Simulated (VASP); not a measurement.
# TaO in VASP: notebook

Runs on TaO. Level: PBE. Tasks: single point, relaxation of cell and atoms.

All numbers are computed with VASP 6.6.1; they aren't measurements. Logs are shortened: lines on timing, memory, paths and dates and some standing lists are left out, and cuts for length are marked.

## Step 1: The cell of the first run

The typed cell holds 8 atoms: a = 5.655 Å, b = 4.059 Å, c = 4.059 Å, α = 90.00°, β = 90.00°, γ = 90.00°.

## Step 2: Single point, PBE

INCAR reads:

```
  ALGO = Normal
  EDIFF = 1E-7
  ENCUT = 520
  GGA = PE
  ISIF = 2
  ISMEAR = 0
  LASPH = T
  LCHARG = F
  LREAL = F
  LWAVE = F
  NBANDS = 44
  NELM = 100
  PREC = Accurate
  SIGMA = 0.1
```

KPOINTS reads:

```
k-points
0
Gamma
  4 4 4
```

POSCAR reads:

```
TaO
1.0
    5.6553122488      0.0000000000      0.0000000000
    0.0000000000      4.0593755358      0.0000000000
    0.0000000000      0.0000000000      4.0591622287
Ta O
4 4
Direct
    0.2923272421      0.0000894077      0.2500000000
    0.7076727579      0.9999105923      0.7500000000
    0.2923272421      0.4999105923      0.7500000000
    0.7076727579      0.5000894077      0.2500000000
    0.8610474766     -0.0000182755      0.2500000000
    0.1389525234      1.0000182755      0.7500000000
    0.8610474766      0.5000182755      0.7500000000
    0.1389525234      0.4999817245      0.2500000000
```

Potentials or basis: VASP PAW PBE potentials, release 64 (Ta_pv, O).

Run with:

```
cat potpaw_PBE.64/Ta_pv/POTCAR potpaw_PBE.64/O/POTCAR > POTCAR
mpirun -np 1 vasp_std > vasp.out
```

OUTCAR:

```text
EDIFF = 1E-7
   ENCUT = 520
   GGA = PE
   ISIF = 2
   ISMEAR = 0
   LASPH = T
   LREAL = F
   NELM = 100
   PREC = Accurate

 ion  position               nearest neighbor table
   1  0.292  0.000  0.250-   8 2.21   6 2.21   6 2.21   8 2.21   5 2.44   3 2.87   3 2.87   3 2.87
                             3 2.87   2 3.10   2 3.10   4 3.10   4 3.10
   2  0.708  1.000  0.750-   7 2.21   5 2.21   5 2.21   7 2.21   6 2.44   4 2.87   4 2.87   4 2.87
                             4 2.87   1 3.10   1 3.10   3 3.10   3 3.10
   3  0.292  0.500  0.750-   6 2.21   8 2.21   8 2.21   6 2.21   7 2.44   1 2.87   1 2.87   1 2.87
                             1 2.87   4 3.10   4 3.10   2 3.10   2 3.10
   4  0.708  0.500  0.250-   5 2.21   7 2.21   7 2.21   5 2.21   8 2.44   2 2.87   2 2.87   2 2.87
                             2 2.87   3 3.10   3 3.10   1 3.10   1 3.10
   5  0.861  1.000  0.250-   4 2.21   2 2.21   2 2.21   4 2.21   1 2.44
   6  0.139  0.000  0.750-   3 2.21   1 2.21   1 2.21   3 2.21   2 2.44
   7  0.861  0.500  0.750-   2 2.21   4 2.21   4 2.21   2 2.21   3 2.44
   8  0.139  0.500  0.250-   1 2.21   3 2.21   3 2.21   1 2.21   4 2.44

  LATTYP: Found a simple orthorhombic cell.
 ALAT       =     4.0591622287
 B/A-ratio  =     1.0000525495
 C/A-ratio  =     1.3932215394

  Lattice vectors:

 A1 = (   0.0000000000,   0.0000000000,  -4.0591622287)
 A2 = (   0.0000000000,   4.0593755358,   0.0000000000)
 A3 = (   5.6553122488,   0.0000000000,   0.0000000000)

Analysis of symmetry for initial positions (statically):
=====================================================================
 Subroutine PRICEL returns:
 Original cell was already a primitive cell.

 Routine SETGRP: Setting up the symmetry group for a
 simple orthorhombic supercell.

 Subroutine GETGRP returns: Found  8 space group operations
 (whereof  2 operations were pure point group operations)
 out of a pool of  8 trial point group operations.

The static configuration has the point symmetry S_2 .
 The point group associated with its full space group is D_2h.

Analysis of symmetry for dynamics (positions and initial velocities):
=====================================================================
 Subroutine PRICEL returns:
 Original cell was already a primitive cell.

 Routine SETGRP: Setting up the symmetry group for a
 simple orthorhombic supercell.

 Subroutine GETGRP returns: Found  8 space group operations
 (whereof  2 operations were pure point group operations)
 out of a pool of  8 trial point group operations.

The dynamic configuration has the point symmetry S_2 .
 The point group associated with its full space group is D_2h.

 Subroutine INISYM returns: Found  8 space group operations
 (whereof  2 operations are pure point group operations),
 and found     1 'primitive' translations

----------------------------------------------------------------------------------------

                                     Primitive cell

  volume of cell :      93.1863

  direct lattice vectors                    reciprocal lattice vectors
     5.655312249  0.000000000  0.000000000     0.176824896  0.000000000  0.000000000
     0.000000000  4.059375536  0.000000000     0.000000000  0.246343309  0.000000000
     0.000000000  0.000000000  4.059162229     0.000000000  0.000000000  0.246356254

  length of vectors
     5.655312249  4.059375536  4.059162229     0.176824896  0.246343309  0.246356254

  position of ions in fractional coordinates (direct lattice)
     0.292327242  0.000089408  0.250000000
     0.707672758  0.999910592  0.750000000
     0.292327242  0.499910592  0.750000000
     0.707672758  0.500089408  0.250000000
     0.861047477  0.999981725  0.250000000
     0.138952523  0.000018275  0.750000000
     0.861047477  0.500018275  0.750000000
     0.138952523  0.499981725  0.250000000

  ion indices of the primitive-cell ions
   primitive index   ion index
                 1           1
                 2           2
                 3           3
                 4           4
                 5           5
                 6           6
                 7           7
                 8           8

----------------------------------------------------------------------------------------

 KPOINTS: k-points

Automatic generation of k-mesh.
 Grid dimensions read from file:
 generate k-points for:    4    4    4

 Generating k-lattice:

  Cartesian coordinates                     Fractional coordinates (reciprocal lattice)
     0.044206224  0.000000000  0.000000000     0.250000000  0.000000000  0.000000000
     0.000000000  0.061585827  0.000000000     0.000000000  0.250000000  0.000000000
     0.000000000  0.000000000  0.061589063     0.000000000  0.000000000  0.250000000

  Length of vectors
     0.044206224  0.061585827  0.061589063

  Shift w.r.t. Gamma in fractional coordinates (k-lattice)
     0.000000000  0.000000000  0.000000000

 Subroutine IBZKPT returns following result:
[... 59 lines left out ...]
   GGA     = PE    functional components
   LHFCALC =     F    Hartree Fock is set to
   AEXX    =    0.0000 exact exchange contribution
   IVDW    =     0    specifies the selected vdW correction
   LEPSILON=     F    determine dielectric tensor
   LRPA    =     F    only Hartree local field effects (RPA)
 non-spin polarized calculation
 Gauss-broadening in eV      SIGMA  =   0.10
  energy-cutoff  :      520.00
  volume of cell :       93.19
 maximum number of plane-waves:      2542
   NGX = 21   NGY = 15   NGZ = 15

 number of electron      67.9999989 magnetization

 Free energy of the ion-electron system (eV)
  ---------------------------------------------------
  ext. energy  EPLUGINS =         0.00000000
  ---------------------------------------------------
  free energy    TOTEN  =       -80.17580872 eV

  energy without entropy =      -80.15936163  energy(sigma->0) =      -80.16758517

 E-fermi :   7.6195     XC(G=0): -12.8621

 val. band max:        7.5729237717   @ k =   0.0000   0.0000   0.2500
 cond. band min:       7.6638942183   @ k =   0.5000   0.2500   0.5000
 fundamental gap:      0.0909704466
 Fermi energy:         7.6194876683

 k-point     1 :       0.0000    0.0000    0.0000
  band No.  band energies     occupation
      1     -28.4379      2.00000
      2     -28.4379      2.00000
      3     -28.2647      2.00000
      4     -28.2646      2.00000
      5     -28.2123      2.00000
      6     -27.7782      2.00000
[... 36 lines left out ...]
     43      11.4649      0.00000
     44      12.0778      0.00000

 k-point     2 :       0.2500    0.0000    0.0000
  band No.  band energies     occupation
      1     -28.4313      2.00000
      2     -28.4312      2.00000
      3     -28.2716      2.00000
      4     -28.2715      2.00000
      5     -28.1739      2.00000
      6     -27.8052      2.00000
[... 36 lines left out ...]
     43      11.6137      0.00000
     44      11.9744      0.00000

 k-point     3 :       0.5000    0.0000    0.0000
  band No.  band energies     occupation
      1     -28.4241      2.00000
      2     -28.4240      2.00000
      3     -28.2791      2.00000
      4     -28.2791      2.00000
      5     -28.1238      2.00000
      6     -27.8599      2.00000
[... 36 lines left out ...]
     43      11.2050      0.00000
     44      11.7627      0.00000

 k-point     4 :       0.0000    0.2500    0.0000
  band No.  band energies     occupation
      1     -28.3531      2.00000
      2     -28.3352      2.00000
      3     -28.2250      2.00000
      4     -28.1716      2.00000
      5     -28.1496      2.00000
      6     -27.8819      2.00000
[... 882 lines left out ...]
     43      10.7843      0.00000
     44      10.7843      0.00000

 k-point    23 :       0.2500    0.2500    0.5000
  band No.  band energies     occupation
      1     -28.4345      2.00000
      2     -28.4345      2.00000
      3     -28.3981      2.00000
      4     -28.3981      2.00000
      5     -27.9216      2.00000
      6     -27.9216      2.00000
[... 36 lines left out ...]
     43      10.9055      0.00000
     44      10.9055      0.00000

 k-point    24 :       0.5000    0.2500    0.5000
  band No.  band energies     occupation
      1     -28.4427      2.00000
      2     -28.4427      2.00000
      3     -28.4062      2.00000
      4     -28.4062      2.00000
      5     -27.8956      2.00000
      6     -27.8956      2.00000
[... 36 lines left out ...]
     43      11.0568      0.00000
     44      11.1455      0.00000

 [... further k-points ...]

------------------------ aborting loop because EDIFF is reached ----------------------------------------

  FORCE on cell =-STRESS in cart. coord.  units (eV):
  Direction    XX          YY          ZZ          XY          YZ          ZX
  --------------------------------------------------------------------------------------
  -------------------------------------------------------------------------------------
  Total        0.1685981      0.3904874      0.3986972      0.0000000      0.0000000      0.0000000
  in kB        2.8987525      6.7137527      6.8549069      0.0000000      0.0000000      0.0000000
  external PRESSURE =       5.4891374 kB  Pullay stress =       0.0000000 kB

 VOLUME and BASIS-vectors are now :
 -----------------------------------------------------------------------------
  energy-cutoff  :      520.00
  volume of cell :       93.19
      direct lattice vectors                 reciprocal lattice vectors
     5.655312249  0.000000000  0.000000000     0.176824896  0.000000000  0.000000000
     0.000000000  4.059375536  0.000000000     0.000000000  0.246343309  0.000000000
     0.000000000  0.000000000  4.059162229     0.000000000  0.000000000  0.246356254

 POSITION                                       TOTAL-FORCE (eV/Angst)
 -----------------------------------------------------------------------------------
      1.65320      0.00036      1.01479         0.042242     -0.009779      0.000000
      4.00211      4.05901      3.04437        -0.042242      0.009779      0.000000
      1.65320      2.02932      3.04437         0.042242      0.009779     -0.000000
      4.00211      2.03005      1.01479        -0.042242     -0.009779      0.000000
      4.86949      4.05930      1.01479         0.026495      0.002172      0.000000
      0.78582      0.00007      3.04437        -0.026495     -0.002172      0.000000
      4.86949      2.02976      3.04437         0.026495     -0.002172      0.000000
      0.78582      2.02961      1.01479        -0.026495      0.002172      0.000000
 -----------------------------------------------------------------------------------
    total drift:                                0.000000      0.000000      0.000000

  FREE ENERGIE OF THE ION-ELECTRON SYSTEM (eV)
  ---------------------------------------------------
  free  energy   TOTEN  =       -80.1758087181 eV

  energy  without entropy=      -80.1593616255  energy(sigma->0) =      -80.16758517
```

Run time: 2.2 min. Hardware: 1 thread of AMD EPYC 7R43 (Zen 3), shared host; peak memory 0.2 GiB.

What came out:

```yaml
Free_energy: -80.1758 eV
Pressure: 0.5 GPa
Largest_force: 0.043 eV/Å
Band_gap_on_the_k_mesh: zero (bands 34 and 35 overlap by 1.53 eV)
```

Forces in eV/Å, atoms in the order of the input:
```
Ta   0.042 -0.010  0.000
Ta  -0.042  0.010  0.000
Ta   0.042  0.010  0.000
Ta  -0.042 -0.010  0.000
O    0.026  0.002  0.000
O   -0.026 -0.002  0.000
O    0.026 -0.002  0.000
O   -0.026  0.002  0.000
```

Levels at points of the mesh, in eV from the Fermi level:
```
           k point  band 31  band 32  band 33  band 34  band 35  band 36  band 37  band 38
(0.00, 0.00, 0.00)    -2.99    -1.66    -1.66    -0.49    -0.48    -0.23     1.91     1.91
(0.50, 0.00, 0.00)    -1.78    -1.74    -1.74     1.04     1.23     1.56     1.56     1.66
(0.00, 0.50, 0.00)    -2.15    -2.15    -0.82    -0.82     0.76     0.76     1.11     1.11
(0.50, 0.50, 0.00)    -2.10    -2.10     0.41     0.41     0.51     0.51     1.58     1.58
(0.00, 0.00, 0.50)    -2.15    -2.15    -0.82    -0.82     0.76     0.76     1.11     1.11
(0.50, 0.00, 0.50)    -2.10    -2.10     0.41     0.41     0.51     0.51     1.58     1.58
(0.00, 0.50, 0.50)    -2.98    -2.98    -0.32    -0.32    -0.32    -0.32     1.69     1.69
(0.50, 0.50, 0.50)    -2.47    -2.47     0.06     0.06     0.06     0.06     2.27     2.27
```

Caveat: the k points lie up to 0.39 Å⁻¹ apart, too coarse for converged energies and pressures of a metal; spin-orbit coupling is left out, which moves the levels of the heavy elements.

## Step 3: Single point, PBE

This run uses another cell than the first one: it holds 4 atoms, not 8.

INCAR reads:

```
ALGO = Normal ; EDIFF = 1E-7
ENCUT = 520 ; GGA = PE
ISIF = 2 ; ISMEAR = 0
LASPH = T ; LCHARG = F
LREAL = F ; LWAVE = F
NBANDS = 25 ; NELM = 60
PREC = Accurate ; SIGMA = 0.1
```

KPOINTS reads:

```
k-points
0
Gamma
  16 16 8
```

POSCAR reads:

```
TaO
1.0
    2.8678708682      0.0000000000      0.0000000000
    0.0000000000      2.8678708682      0.0000000000
    0.0000000000      0.0000000000      5.6829588532
Ta O
2 2
Direct
    0.5000000000      0.0000000000      0.7086261658
    0.0000000000      0.5000000000      0.2913738342
    0.5000000000      0.0000000000      0.1401504863
    0.0000000000      0.5000000000      0.8598495137
```

Potentials or basis: VASP PAW PBE potentials, release 64 (Ta_pv, O).

Run with:

```
cat potpaw_PBE.64/Ta_pv/POTCAR potpaw_PBE.64/O/POTCAR > POTCAR
mpirun -np 1 vasp_std > vasp.out
```

Run time: 4.9 min. Hardware: 1 thread of AMD EPYC 7R43 (Zen 3), shared host; peak memory 0.3 GiB.

It converged, with:

| Property | Result |
| --- | --- |
| Free energy | -40.0674 eV |
| Pressure | 0.5 GPa |
| Largest force | 0.035 eV/Å |
| Band gap on the k mesh | zero (bands 17 and 18 overlap by 2.40 eV) |

Forces in eV/Å, atoms in the order of the input:
```
Ta   0.000  0.000 -0.035
Ta   0.000  0.000  0.035
O    0.000  0.000 -0.029
O    0.000  0.000  0.029
```

Stress tensor (GPa, compression positive):
```
0.71 0.00 0.00
0.00 0.71 0.00
0.00 0.00 0.03
```

Levels at points of the mesh, in eV from the Fermi level:
```tsv
k point	band 15	band 16	band 17	band 18	band 19	band 20
(0.00, 0.00, 0.00)	-4.18	-4.17	-2.99	-0.13	1.98	1.98
(0.50, 0.00, 0.00)	-2.94	-2.94	-0.28	-0.28	1.77	1.77
(0.50, 0.50, 0.00)	-1.60	-1.60	-0.42	-0.42	3.80	3.80
(0.00, 0.00, 0.50)	-4.00	-3.23	-1.84	1.10	1.27	1.73
(0.50, 0.00, 0.50)	-2.43	-2.43	0.09	0.09	2.32	2.32
(0.50, 0.50, 0.50)	-1.68	-1.68	1.60	1.60	3.36	3.36
```

Caveat: spin-orbit coupling is left out, which moves the levels of the heavy elements.

## Step 4: Relaxation of cell and atoms, PBE

This run uses another cell than the first one: it holds 4 atoms, not 8.

INCAR reads:

```
SYSTEM = TaO
PREC = Accurate ; ENCUT = 600
EDIFF = 1E-7 ; ISMEAR = 0
SIGMA = 0.1 ; LREAL = .FALSE.
LASPH = .TRUE. ; NELM = 80
ALGO = Normal ; ISIF = 3
LWAVE = .FALSE. ; LCHARG = .FALSE.
GGA = PE ; IBRION = 2
NSW = 100 ; EDIFFG = -0.01
```

KPOINTS reads:

```
regular mesh
0
G
  16 16 8
  0 0 0
```

POSCAR reads:

```
TaO
1.0
    2.8703365543      0.0000000000      0.0000000000
    0.0000000000      2.8703365543      0.0000000000
    0.0000000000      0.0000000000      5.6553122488
Ta O
2 2
Direct
    0.5000000000      0.0000000000      0.7076727579
    0.0000000000      0.5000000000      0.2923272421
    0.5000000000      0.0000000000      0.1389525234
    0.0000000000      0.5000000000      0.8610474766
```

Run with:

```
cat potpaw_PBE.64/Ta_pv/POTCAR potpaw_PBE.64/O/POTCAR > POTCAR
mpirun -np 1 vasp_std > vasp.out
```

It took 18 min on 1 thread of AMD EPYC 7R43 (Zen 3), shared host; peak memory 0.33 GiB.

The run converged. Its results:

```yaml
Free_energy: -40.0731 eV
Relaxed_volume: 11.68 Å³/atom
Relaxed_cell: a = 2.872 Å, b = 2.872 Å, c = 5.667 Å, α = 90.00°, β = 90.00°, γ = 90.00°
Space_group_after_relaxing_to_0.1_Å: P4/nmm (No. 129)
Energy_gained_by_relaxing: 0.5 meV/atom
Ionic_steps: 5
Pressure_after_relaxing: 0.0 GPa
Band_gap_on_the_k_mesh: zero (bands 17 and 18 overlap by 2.40 eV)
```

Forces on the atoms (eV/Å):
```
Ta   0.000  0.000 -0.001
Ta   0.000  0.000  0.001
O    0.000  0.000 -0.002
O    0.000  0.000  0.002
```

Step by step:
```csv
step,energy change (eV),largest force (eV/Å),pressure (GPa),volume (Å³)
1,0.0000,0.2210,0.58,46.59
2,-0.0011,0.1162,-0.67,46.88
3,-0.0019,0.0125,-0.19,46.77
4,-0.0019,0.0215,0.34,46.69
5,-0.0019,0.0024,0.02,46.74
```

Final structure:
```
Ta O
1.0
     2.87186    0.00000    0.00000
     0.00000    2.87186    0.00000
     0.00000    0.00000    5.66654
Ta O
2 2
Direct
  0.50000 0.00000 0.70888
  0.00000 0.50000 0.29112
  0.50000 0.00000 0.13928
  0.00000 0.50000 0.86072
```

Levels at points of the mesh, in eV from the Fermi level:
```csv
k point,band 15,band 16,band 17,band 18,band 19,band 20
"(0.00, 0.00, 0.00)",-4.18,-4.16,-2.97,-0.17,1.95,1.95
"(0.50, 0.00, 0.00)",-2.96,-2.96,-0.27,-0.27,1.74,1.74
"(0.50, 0.50, 0.00)",-1.62,-1.62,-0.43,-0.43,3.79,3.79
"(0.00, 0.00, 0.50)",-3.99,-3.22,-1.81,1.09,1.26,1.70
"(0.50, 0.00, 0.50)",-2.42,-2.42,0.10,0.10,2.31,2.31
"(0.50, 0.50, 0.50)",-1.70,-1.70,1.61,1.61,3.37,3.37
```

Caveat: spin-orbit coupling is left out, which moves the levels of the heavy elements.

## Step 5: The runs side by side

```csv
task,cell,k mesh,cutoff (eV),gap on the mesh (eV),pressure (GPa),largest force (eV/Å)
single point,"a = 5.655, b = 4.059, c = 4.059 Å, 8 atoms, atomic positions A",4 × 4 × 4,520,none,0.5,0.04
single point,"a = 2.868, b = 2.868, c = 5.683 Å, 4 atoms, atomic positions B",16 × 16 × 8,520,none,0.5,0.03
relaxation of cell and atoms,"relaxed from a = 2.870, b = 2.870, c = 5.655 Å, 4 atoms, atomic positions C",16 × 16 × 8,600,none,0.0,-
```

Alike in all rows: level PBE; potentials or basis VASP PAW PBE potentials, release 64 (Ta_pv, O); no spin polarisation; smearing gaussian 0.1 eV.

Caveats: some runs use coarse meshes; spin-orbit coupling is left out, which moves the levels of the heavy elements.

Total energies depend on the potentials used, so only differences within one code and one set of settings carry meaning.

The gap in the log of VASP goes by the Fermi energy; the results here count the filled bands.